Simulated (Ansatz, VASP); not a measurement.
**TiNi in VASP and in Ansatz**

```
Ti Ni
1.0
     2.98807    0.00000    0.00000
     0.00000    2.98807    0.00000
     0.00000    0.00000    2.98807
Ti Ni
1 1
Direct
  0.50000 0.50000 0.50000
  0.00000 0.00000 0.00000
```

Alike in both runs: task relaxation of cell and atoms; functional LDA; k mesh 8 × 8 × 8; occupations fermi-dirac, width 0.15 eV; collinear spin.

|  | VASP | Ansatz |
| --- | --- | --- |
| version | VASP 6.6.1 | Ansatz 0.2.0 |
| potentials or method | VASP PAW LDA potentials, release 64 (Ti_sv, Ni), cutoff 600 eV | plane waves, PAW |
| valence electrons in the cell | 22 | 30 |

|  | VASP | Ansatz | Ansatz less VASP |
| --- | --- | --- | --- |
| net moment per atom (μB) | 0.00 | 0.00 | 0.000 |
| relaxed volume (Å³/atom) | 12.72 | 12.72 | -0.003 |
| relaxed cell length with the largest relative difference (Å) | 2.941 | 2.941 | -0.0002 |

LDA's correlation is that of Perdew and Zunger in VASP and of Perdew and Wang (1992) in Ansatz. VASP's potentials hold 22 valence electrons a cell and Ansatz's 30, so a difference there can come from the potentials and not from the codes. Ansatz's warnings: seeded moment not kept.
